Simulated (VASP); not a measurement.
# Sb (P4/mmm) in VASP: a series of runs

The runs below take Sb through single point, with PBEsol.

Everything below comes from runs of VASP 6.6.1. Logs are shortened: lines on timing, memory, paths and dates and some standing lists are left out, and cuts for length are marked.

## 1. The cell of the first run

Symmetry: P4/mmm, No. 123, tetragonal system. Conventional cell: a = 3.433 Å, b = 3.433 Å, c = 2.678 Å, α = 90.00°, β = 90.00°, γ = 90.00°. Sb (site symmetry 4/mmm) has 6 Sb at 2.68 to 3.43 Å within 3.5 Å.

## 2. Single point, PBEsol

Input file INCAR:

```
SYSTEM = Sb
  PREC = Accurate
  ENCUT = 520
  EDIFF = 1E-6
  ISMEAR = 0
  SIGMA = 0.15
  LREAL = .False.
  LASPH = .True.
  NELM = 60
  ALGO = Normal
  ISIF = 2
  LWAVE = .False.
  LCHARG = .True.
  GGA = PS
  LELF = .True.
  LVHAR = .True.
  NBANDS = 8
```

Input file KPOINTS:

```
regular mesh
0
Gamma
  16 16 16
  0 0 0
```

Input file POSCAR:

```
Sb
1.0
    3.4328557011      0.0000000000      0.0000000000
    0.0000000000      3.4328557011      0.0000000000
    0.0000000000      0.0000000000      2.6776274468
Sb
1
Direct
    0.0000000000      0.0000000000      0.0000000000
```

Potentials or basis: VASP PAW PBE potentials, release 64 (Sb).

On the command line:

```sh
$ cat potpaw_PBE.64/Sb/POTCAR > POTCAR
$ mpirun -np 1 vasp_std > vasp.out
```

OUTCAR:

```text
SYSTEM = Sb
   PREC = Accurate
   ENCUT = 520
   EDIFF = 1E-6
   ISMEAR = 0
   LREAL = .False.
   LASPH = .True.
   NELM = 60
   ISIF = 2
   GGA = PS

 ion  position               nearest neighbor table
   1  0.000  0.000  0.000-

  LATTYP: Found a simple tetragonal cell.
 ALAT       =     3.4328557011
 C/A-ratio  =     0.7800000000

  Lattice vectors:

 A1 = (   3.4328557011,   0.0000000000,   0.0000000000)
 A2 = (   0.0000000000,   3.4328557011,   0.0000000000)
 A3 = (   0.0000000000,   0.0000000000,   2.6776274468)

Analysis of symmetry for initial positions (statically):
=====================================================================
 Subroutine PRICEL returns:
 Original cell was already a primitive cell.

 Routine SETGRP: Setting up the symmetry group for a
 simple tetragonal supercell.

 Subroutine GETGRP returns: Found 16 space group operations
 (whereof 16 operations were pure point group operations)
 out of a pool of 16 trial point group operations.

The static configuration has the point symmetry D_4h.

Analysis of symmetry for dynamics (positions and initial velocities):
=====================================================================
 Subroutine PRICEL returns:
 Original cell was already a primitive cell.

 Routine SETGRP: Setting up the symmetry group for a
 simple tetragonal supercell.

 Subroutine GETGRP returns: Found 16 space group operations
 (whereof 16 operations were pure point group operations)
 out of a pool of 16 trial point group operations.

The dynamic configuration has the point symmetry D_4h.

 Subroutine INISYM returns: Found 16 space group operations
 (whereof 16 operations are pure point group operations),
 and found     1 'primitive' translations

----------------------------------------------------------------------------------------

                                     Primitive cell

  volume of cell :      31.5545

  direct lattice vectors                    reciprocal lattice vectors
     3.432855701  0.000000000  0.000000000     0.291302661  0.000000000  0.000000000
     0.000000000  3.432855701  0.000000000     0.000000000  0.291302661  0.000000000
     0.000000000  0.000000000  2.677627447     0.000000000  0.000000000  0.373464950

  length of vectors
     3.432855701  3.432855701  2.677627447     0.291302661  0.291302661  0.373464950

  position of ions in fractional coordinates (direct lattice)
[... 73 lines left out ...]
   LSORBIT =      F    spin-orbit coupling
   LASPH  =      T    aspherical Exc in radial PAW
   ENCUT  =  520.0 eV  38.22 Ry    6.18 a.u.   6.38  6.38  4.98*2*pi/ulx,y,z
   NELM   =     60;   NELMIN=  2; NELMDL= -5     # of ELM steps
   EDIFF  = 0.1E-05   stopping-criterion for ELM
   LREAL  =      F    real-space projection
   EDIFFG = 0.1E-04   stopping-criterion for IOM
   NSW    =      0    number of steps for IOM
   IBRION =     -1    ionic relax: 0-MD 1-quasi-New 2-CG
   NFREE  =      0    steps in history (QN), initial steepest desc. (CG)
   ISIF   =      2    stress and relaxation
   ISYM   =      2    0-nonsym 1-usesym 2-fastsym
   POTIM  = 0.5000    time-step for ionic-motion
   TEBEG  =    0.0;   TEEND  =   0.0 temperature during run
   PSTRESS=    0.0 pullay stress
   NELECT =       5.0000    total number of electrons
   NUPDOWN=      -1.0000    fix difference up-down
   EMIN   =  10.00;   EMAX   =-10.00  energy-range for DOS
   EFERMI =   0.00;   METHOD = LEGACY
   ISMEAR =     0;   SIGMA  =   0.15  broadening in eV -4-tet -1-fermi 0-gaus
   EFERMI_NEDOS =   21; number of points for ismear=-14 and -15
   IALGO  =     38    algorithm
   IMIX   =      4    mixing-type and parameters
     AMIX     =   0.40;   BMIX     =  1.00
     AMIX_MAG =   1.60;   BMIX_MAG =  1.00
  volume/ion in A,a.u.               =      31.55       212.94
  Fermi-wavevector in a.u.,A,eV,Ry     =   0.885886  1.674081 10.677766  0.784794
  Thomas-Fermi vector in A             =   2.006979
   LORBIT       =      0    0 simple, 1 ext, 2 COOP (PROOUT), +10 PAW based schemes
   GGA     = PS    functional components
   LHFCALC =     F    Hartree Fock is set to
   AEXX    =    0.0000 exact exchange contribution
   IVDW    =     0    specifies the selected vdW correction
   LEPSILON=     F    determine dielectric tensor
   LRPA    =     F    only Hartree local field effects (RPA)
 non-spin polarized calculation
 Gauss-broadening in eV      SIGMA  =   0.15
  energy-cutoff  :      520.00
  volume of cell :       31.55
 maximum number of plane-waves:       874
 NGX is ok and might be reduce to    28

 number of electron       5.0000000 magnetization

 Free energy of the ion-electron system (eV)
  ---------------------------------------------------
  ext. energy  EPLUGINS =         0.00000000
  ---------------------------------------------------
  free energy    TOTEN  =        -3.99502725 eV

  energy without entropy =       -3.98780483  energy(sigma->0) =       -3.99141604

 E-fermi :   6.2186     XC(G=0):  -9.4518

 val. band max:        6.2153153486   @ k =   0.1875   0.1875   0.2500
 cond. band min:       6.2228686479   @ k =   0.3750   0.2500   0.5000
 fundamental gap:      0.0075532992
 Fermi energy:         6.2186301841

 k-point     1 :       0.0000    0.0000    0.0000
  band No.  band energies     occupation
      1      -6.1622      2.00000
      2       7.0842      0.00000
      3       7.0842      0.00000
      4      11.2332      0.00000
      5      11.6872      0.00000
      6      14.7347      0.00000
      7      18.3660      0.00000
      8      21.1660      0.00000
[... 243 lines left out ...]
 k-point    24 :       0.5000    0.1250    0.0000
  band No.  band energies     occupation
      1      -4.6779      2.00000
      2       1.2043      2.00000
      3       6.8516      0.00000
      4      12.7929      0.00000
      5      14.9539      0.00000
      6      16.0932      0.00000
      7      18.5410      0.00000
      8      20.0104      0.00000

 [... further k-points ...]
[... 5 lines left out ...]
  --------------------------------------------------------------------------------------
  -------------------------------------------------------------------------------------
  Total       -1.7161415     -1.7161415      5.1467059      0.0000000     -0.0000000      0.0000000
  in kB      -87.1369632    -87.1369632    261.3236307      0.0000000     -0.0000000      0.0000000
  external PRESSURE =      29.0165681 kB  Pullay stress =       0.0000000 kB

 VOLUME and BASIS-vectors are now :
 -----------------------------------------------------------------------------
  energy-cutoff  :      520.00
  volume of cell :       31.55
      direct lattice vectors                 reciprocal lattice vectors
     3.432855701  0.000000000  0.000000000     0.291302661  0.000000000  0.000000000
     0.000000000  3.432855701  0.000000000     0.000000000  0.291302661  0.000000000
     0.000000000  0.000000000  2.677627447     0.000000000  0.000000000  0.373464950

 POSITION                                       TOTAL-FORCE (eV/Angst)
 -----------------------------------------------------------------------------------
      0.00000      0.00000      0.00000         0.000000      0.000000      0.000000
 -----------------------------------------------------------------------------------
    total drift:                               -0.000000      0.000000     -0.000000

  FREE ENERGIE OF THE ION-ELECTRON SYSTEM (eV)
  ---------------------------------------------------
  free  energy   TOTEN  =        -3.9950272532 eV

  energy  without entropy=       -3.9878048334  energy(sigma->0) =       -3.99141604
```

Wall time 1.7 min (1 thread of AMD EPYC 7R43 (Zen 3), shared host); peak memory 0.18 GiB.

Results:

* Free energy: -3.9950 eV
* Pressure: 2.9 GPa

Caveat: the PAW data sets were made with another functional, which shifts forces and pressure a little; spin-orbit coupling is left out, which moves the levels of the heavy elements.

## 3. Single point, PBEsol

This run uses another cell than the first one, of the same volume but with other edges.

Input file INCAR:

```
  PREC = Accurate
  ENCUT = 520
  EDIFF = 1E-6
  ISMEAR = 0
  SIGMA = 0.15
  LREAL = F
  LASPH = T
  NELM = 60
  ALGO = Normal
  ISIF = 2
  LWAVE = F
  LCHARG = F
  GGA = PS
  NBANDS = 8
```

Input file KPOINTS:

```
regular mesh
0
Gamma
  16 16 16
```

Input file POSCAR:

```
Sb
1.0
    2.8953826336      0.0000000000      0.0000000000
    0.0000000000      2.8953826336      0.0000000000
    0.0000000000      0.0000000000      3.7639974236
Sb
1
Direct
    0.0000000000      0.0000000000      0.0000000000
```

Potentials or basis: VASP PAW PBE potentials, release 64 (Sb).

On the command line:

```sh
$ cat potpaw_PBE.64/Sb/POTCAR > POTCAR
$ mpirun -np 1 vasp_std > vasp.out
```

OUTCAR:

```text
PREC = Accurate
   ENCUT = 520
   EDIFF = 1E-6
   ISMEAR = 0
   LREAL = F
   LASPH = T
   NELM = 60
   ISIF = 2
   GGA = PS

 ion  position               nearest neighbor table
   1  0.000  0.000  0.000-

  LATTYP: Found a simple tetragonal cell.
 ALAT       =     2.8953826336
 C/A-ratio  =     1.3000000000

  Lattice vectors:

 A1 = (   2.8953826336,   0.0000000000,   0.0000000000)
 A2 = (   0.0000000000,   2.8953826336,   0.0000000000)
 A3 = (   0.0000000000,   0.0000000000,   3.7639974236)

[... 434 lines left out ...]
  band No.  band energies     occupation
      1      -2.5254      2.00000
      2       0.7783      2.00000
      3       8.5769      0.00000
      4      11.9054      0.00000
      5      14.2167      0.00000
      6      14.2221      0.00000
      7      14.3816      0.00000
      8      15.8885      0.00000

 [... further k-points ...]
[... 5 lines left out ...]
  --------------------------------------------------------------------------------------
  -------------------------------------------------------------------------------------
  Total        1.0779122      1.0779122     -1.3938392      0.0000000     -0.0000000      0.0000000
  in kB       54.7309174     54.7309174    -70.7720877      0.0000000     -0.0000000      0.0000000
  external PRESSURE =      12.8965824 kB  Pullay stress =       0.0000000 kB

 VOLUME and BASIS-vectors are now :
 -----------------------------------------------------------------------------
  energy-cutoff  :      520.00
  volume of cell :       31.55
      direct lattice vectors                 reciprocal lattice vectors
     2.895382634  0.000000000  0.000000000     0.345377495  0.000000000  0.000000000
     0.000000000  2.895382634  0.000000000     0.000000000  0.345377495  0.000000000
     0.000000000  0.000000000  3.763997424     0.000000000  0.000000000  0.265674996

 POSITION                                       TOTAL-FORCE (eV/Angst)
 -----------------------------------------------------------------------------------
      0.00000      0.00000      0.00000         0.000000      0.000000      0.000000
 -----------------------------------------------------------------------------------
    total drift:                                0.000000     -0.000000      0.000000

  FREE ENERGIE OF THE ION-ELECTRON SYSTEM (eV)
  ---------------------------------------------------
  free  energy   TOTEN  =        -4.2039026340 eV

  energy  without entropy=       -4.1969269725  energy(sigma->0) =       -4.20041480
```

Run time: 87 s. Hardware: 1 thread of AMD EPYC 7R43 (Zen 3), shared host; peak memory 0.18 GiB.

What came out:

| Property | Result |
| --- | --- |
| Free energy | -4.2039 eV |
| Pressure | 1.3 GPa |

Caveat: the PAW data sets were made with another functional, which shifts forces and pressure a little; spin-orbit coupling is left out, which moves the levels of the heavy elements.
